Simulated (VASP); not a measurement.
# Nb (Fm-3m) in VASP: a series of runs

Runs on Nb. Level: PBEsol. Tasks: electric field gradients.

Everything below comes from runs of VASP 6.6.1. Logs are shortened: lines on timing, memory, paths and dates and some standing lists are left out, and cuts for length are marked.

## Step 1: The cell of the first run

Symmetry: Fm-3m, No. 225, cubic system. Conventional cell: a = 4.258 Å, b = 4.258 Å, c = 4.258 Å, α = 90.00°, β = 90.00°, γ = 90.00°. Within 4.0 Å of Nb (site symmetry m-3m) lie 12 Nb at 3.01 Å.

## Step 2: Electric field gradients, PBEsol (volume scaled by 1.02)

INCAR

```
PREC = Accurate
ENCUT = 520
EDIFF = 1E-8
ISMEAR = -1
SIGMA = 0.08
LREAL = False
LASPH = True
NELM = 80
ALGO = Normal
ISIF = 2
LWAVE = False
LCHARG = False
GGA = PS
LEFG = True
NBANDS = 12
```

KPOINTS

```
regular mesh
0
Gamma
  13 13 13
```

POSCAR

```
Nb
1.0
    0.0000000000      2.1290070307      2.1290070307
    2.1290070307      0.0000000000      2.1290070307
    2.1290070307      2.1290070307      0.0000000000
Nb
1
Direct
    0.0000000000      0.0000000000      0.0000000000
```

Potentials or basis: VASP PAW PBE potentials, release 64 (Nb_sv).

Run with:

```bash
$ cat potpaw_PBE.64/Nb_sv/POTCAR > POTCAR
$ mpirun -np 1 vasp_std > vasp.out
```

OUTCAR:

```text
PREC = Accurate
   ENCUT = 520
   EDIFF = 1E-8
   ISMEAR = -1
   LREAL = False
   LASPH = True
   NELM = 80
   ISIF = 2
   GGA = PS

 ion  position               nearest neighbor table
   1  0.000  0.000  0.000-

  LATTYP: Found a face centered cubic cell.
 ALAT       =     4.2580140614

  Lattice vectors:

 A1 = (   0.0000000000,   2.1290070307,   2.1290070307)
 A2 = (   2.1290070307,   0.0000000000,   2.1290070307)
 A3 = (   2.1290070307,   2.1290070307,   0.0000000000)

Analysis of symmetry for initial positions (statically):
=====================================================================
 Subroutine PRICEL returns:
 Original cell was already a primitive cell.

 Routine SETGRP: Setting up the symmetry group for a
 face centered cubic supercell.

 Subroutine GETGRP returns: Found 48 space group operations
 (whereof 48 operations were pure point group operations)
 out of a pool of 48 trial point group operations.

The static configuration has the point symmetry O_h .

Analysis of symmetry for dynamics (positions and initial velocities):
=====================================================================
 Subroutine PRICEL returns:
 Original cell was already a primitive cell.

 Routine SETGRP: Setting up the symmetry group for a
 face centered cubic supercell.

 Subroutine GETGRP returns: Found 48 space group operations
 (whereof 48 operations were pure point group operations)
 out of a pool of 48 trial point group operations.

The dynamic configuration has the point symmetry O_h .

 Subroutine INISYM returns: Found 48 space group operations
 (whereof 48 operations are pure point group operations),
 and found     1 'primitive' translations

----------------------------------------------------------------------------------------

                                     Primitive cell

  volume of cell :      19.3002

  direct lattice vectors                    reciprocal lattice vectors
     0.000000000  2.129007031  2.129007031    -0.234851268  0.234851268  0.234851268
     2.129007031  0.000000000  2.129007031     0.234851268 -0.234851268  0.234851268
     2.129007031  2.129007031  0.000000000     0.234851268  0.234851268 -0.234851268

  length of vectors
     3.010870617  3.010870617  3.010870617     0.406774328  0.406774328  0.406774328

  position of ions in fractional coordinates (direct lattice)
     0.000000000  0.000000000  0.000000000

  ion indices of the primitive-cell ions
   primitive index   ion index
                 1           1

----------------------------------------------------------------------------------------

 KPOINTS: regular mesh

Automatic generation of k-mesh.
 Grid dimensions read from file:
 generate k-points for:   13   13   13

 Generating k-lattice:

  Cartesian coordinates                     Fractional coordinates (reciprocal lattice)
    -0.018065482  0.018065482  0.018065482     0.076923077  0.000000000  0.000000000
     0.018065482 -0.018065482  0.018065482     0.000000000  0.076923077  0.000000000
     0.018065482  0.018065482 -0.018065482     0.000000000  0.000000000  0.076923077

  Length of vectors
     0.031290333  0.031290333  0.031290333

  Shift w.r.t. Gamma in fractional coordinates (k-lattice)
     0.000000000  0.000000000  0.000000000

 Subroutine IBZKPT returns following result:
 ===========================================

 Found     84 irreducible k-points:

 Following reciprocal coordinates:
            Coordinates               Weight
  0.000000  0.000000  0.000000      1.000000
  0.076923  0.000000  0.000000      8.000000
  0.153846  0.000000  0.000000      8.000000
  0.230769  0.000000  0.000000      8.000000
  0.307692  0.000000  0.000000      8.000000
  0.384615  0.000000  0.000000      8.000000
[... 16 lines left out ...]
  0.384615  0.153846  0.000000     24.000000
  0.461538  0.153846  0.000000     24.000000
 [... further k-points ...]
   k-points           NKPTS =     84   k-points in BZ     NKDIM =     84   number of bands    NBANDS=     12
   number of dos      NEDOS =    301   number of ions     NIONS =      1
   total plane-waves  NPLWV =  13824
   dimension x,y,z NGX =    24 NGY =   24 NGZ =   24
   dimension x,y,z NGXF=    48 NGYF=   48 NGZF=   48
   ions per type =               1
   NGX,Y,Z   is equivalent  to a cutoff of  13.25, 13.25, 13.25 a.u.
   NGXF,Y,Z  is equivalent  to a cutoff of  26.50, 26.50, 26.50 a.u.
 SYSTEM =  unknown system
   PREC   = accura    normal or accurate (medium, high low for compatibility)
   ISTART =      0    job   : 0-new  1-cont  2-samecut
   ICHARG =      2    charge: 1-file 2-atom 10-const
   ISPIN  =      1    spin polarized calculation?
   LNONCOLLINEAR =      F non collinear calculations
   LSORBIT =      F    spin-orbit coupling
   LASPH  =      T    aspherical Exc in radial PAW
   ENCUT  =  520.0 eV  38.22 Ry    6.18 a.u.   5.60  5.60  5.60*2*pi/ulx,y,z
   NELM   =     80;   NELMIN=  2; NELMDL= -5     # of ELM steps
   EDIFF  = 0.1E-07   stopping-criterion for ELM
   LREAL  =      F    real-space projection
   EDIFFG = 0.1E-06   stopping-criterion for IOM
   NSW    =      0    number of steps for IOM
   IBRION =     -1    ionic relax: 0-MD 1-quasi-New 2-CG
   NFREE  =      0    steps in history (QN), initial steepest desc. (CG)
   ISIF   =      2    stress and relaxation
   ISYM   =      2    0-nonsym 1-usesym 2-fastsym
   POTIM  = 0.5000    time-step for ionic-motion
   TEBEG  =    0.0;   TEEND  =   0.0 temperature during run
   PSTRESS=    0.0 pullay stress
   NELECT =      13.0000    total number of electrons
   NUPDOWN=      -1.0000    fix difference up-down
   EMIN   =  10.00;   EMAX   =-10.00  energy-range for DOS
   EFERMI =   0.00;   METHOD = LEGACY
   ISMEAR =    -1;   SIGMA  =   0.08  broadening in eV -4-tet -1-fermi 0-gaus
   EFERMI_NEDOS =   21; number of points for ismear=-14 and -15
   IALGO  =     38    algorithm
   IMIX   =      4    mixing-type and parameters
     AMIX     =   0.40;   BMIX     =  1.00
     AMIX_MAG =   1.60;   BMIX_MAG =  1.00
  volume/ion in A,a.u.               =      19.30       130.24
  Fermi-wavevector in a.u.,A,eV,Ry     =   1.435056  2.711863 28.019645  2.059386
  Thomas-Fermi vector in A             =   2.554397
   LORBIT       =      0    0 simple, 1 ext, 2 COOP (PROOUT), +10 PAW based schemes
   GGA     = PS    functional components
   LHFCALC =     F    Hartree Fock is set to
   AEXX    =    0.0000 exact exchange contribution
   IVDW    =     0    specifies the selected vdW correction
   LEPSILON=     F    determine dielectric tensor
   LRPA    =     F    only Hartree local field effects (RPA)
 non-spin polarized calculation
  energy-cutoff  :      520.00
  volume of cell :       19.30
 maximum number of plane-waves:       533
   NGX = 11   NGY = 11   NGZ = 11

 number of electron      13.0000000 magnetization

 Free energy of the ion-electron system (eV)
  ---------------------------------------------------
  ext. energy  EPLUGINS =         0.00000000
  ---------------------------------------------------
  free energy    TOTEN  =       -10.58360988 eV

  energy without entropy =      -10.55035077  energy(sigma->0) =      -10.56698033

 E-fermi :  10.4303     XC(G=0): -12.2781

 val. band max:       10.4300092895   @ k =  -0.3846   0.2308   0.0769
 cond. band min:      10.4381247056   @ k =   0.4615   0.3077   0.0769
 fundamental gap:      0.0081154161
 Fermi energy:        10.4302575192

 k-point     1 :       0.0000    0.0000    0.0000
  band No.  band energies     occupation
      1     -44.2824      2.00000
      2     -19.7382      2.00000
      3     -19.7382      2.00000
      4     -19.7382      2.00000
      5       4.2681      2.00000
      6      10.5679      0.30347
      7      10.5679      0.30347
      8      10.5679      0.30347
      9      13.0586      0.00000
     10      13.0586      0.00000
     11      22.2493      0.00000
     12      26.8630      0.00000

 k-point     2 :       0.0769    0.0000    0.0000
  band No.  band energies     occupation
      1     -44.2727      2.00000
      2     -19.8049      2.00000
      3     -19.7466      2.00000
      4     -19.7466      2.00000
      5       4.4813      2.00000
      6      10.4061      1.15008
      7      10.6647      0.10137
      8      10.6647      0.10137
      9      12.9755      0.00000
     10      12.9755      0.00000
     11      22.6722      0.00000
     12      25.9981      0.00000
[... 316 lines left out ...]
 k-point    24 :       0.4615    0.1538    0.0000
  band No.  band energies     occupation
      1     -44.1046      2.00000
      2     -20.6960      2.00000
      3     -20.0040      2.00000
      4     -19.9385      2.00000
      5       7.3117      2.00000
      6       9.4698      1.99999
      7      10.4054      1.15408
      8      11.1817      0.00017
      9      15.0346      0.00000
     10      15.4322      0.00000
     11      20.8610      0.00000
     12      23.8246      0.00000

 [... further k-points ...]

------------------------ aborting loop because EDIFF is reached ----------------------------------------

  FORCE on cell =-STRESS in cart. coord.  units (eV):
  Direction    XX          YY          ZZ          XY          YZ          ZX
  --------------------------------------------------------------------------------------
  -------------------------------------------------------------------------------------
  Total       -1.1774772     -1.1774772     -1.1774772     -0.0000000      0.0000000     -0.0000000
  in kB      -97.7466353    -97.7466353    -97.7466353     -0.0000000      0.0000000     -0.0000000
  external PRESSURE =     -97.7466353 kB  Pullay stress =       0.0000000 kB

 VOLUME and BASIS-vectors are now :
 -----------------------------------------------------------------------------
  energy-cutoff  :      520.00
  volume of cell :       19.30
      direct lattice vectors                 reciprocal lattice vectors
     0.000000000  2.129007031  2.129007031    -0.234851268  0.234851268  0.234851268
     2.129007031  0.000000000  2.129007031     0.234851268 -0.234851268  0.234851268
     2.129007031  2.129007031  0.000000000     0.234851268  0.234851268 -0.234851268

 POSITION                                       TOTAL-FORCE (eV/Angst)
 -----------------------------------------------------------------------------------
      0.00000      0.00000      0.00000         0.000000     -0.000000      0.000000
 -----------------------------------------------------------------------------------
    total drift:                               -0.000000      0.000000     -0.000000

  FREE ENERGIE OF THE ION-ELECTRON SYSTEM (eV)
  ---------------------------------------------------
  free  energy   TOTEN  =       -10.5836098827 eV

  energy  without entropy=      -10.5503507691  energy(sigma->0) =      -10.56698033

 Electric field gradients (V/A^2)
---------------------------------------------------------------------
 ion       V_xx      V_yy      V_zz      V_xy      V_xz      V_yz
---------------------------------------------------------------------
   1      -0.000    -0.000     0.000     0.000     0.000     0.000
---------------------------------------------------------------------

 Electric field gradients after diagonalization (V/A^2)
 (convention: |V_zz| > |V_xx| > |V_yy|)
----------------------------------------------------------------------
 ion       V_xx      V_yy      V_zz     asymmetry (V_yy - V_xx)/ V_zz
----------------------------------------------------------------------
   1      -0.000    -0.000     0.000       0.000
----------------------------------------------------------------------

           NMR quadrupolar parameters

 Cq : quadrupolar parameter    Cq=e*Q*V_zz/h
 eta: asymmetry parameters     (V_yy - V_xx)/ V_zz
 Q  : nuclear electric quadrupole moment in mb (millibarn)
----------------------------------------------------------------------
 ion       Cq(MHz)       eta       Q (mb)
----------------------------------------------------------------------
   1       0.000       0.000       1.000
----------------------------------------------------------------------
```

Run time: 14 s. Hardware: 1 thread of Intel Xeon Platinum 8259CL at 2.50GHz (Skylake/Cascade Lake), shared host; peak memory 0.14 GiB.

What came out:

```
Free energy : -10.5836 eV
Pressure    : -9.8 GPa
```

Levels at points of the mesh, in eV from the Fermi level:
| k point | band 2 | band 3 | band 4 | band 5 | band 6 | band 7 | band 8 | band 9 | band 10 | band 11 |
| --- | --- | --- | --- | --- | --- | --- | --- | --- | --- | --- |
| (0.00, 0.00, 0.00) | -30.17 | -30.17 | -30.17 | -6.16 | 0.14 | 0.14 | 0.14 | 2.63 | 2.63 | 11.82 |

Caveat: without QUAD_EFG the Cq values of the log hold for a quadrupole moment of 1 mb, not for the nuclei; the PAW data sets were made with another functional, which shifts forces and pressure a little.

[end of part 1 of 2]
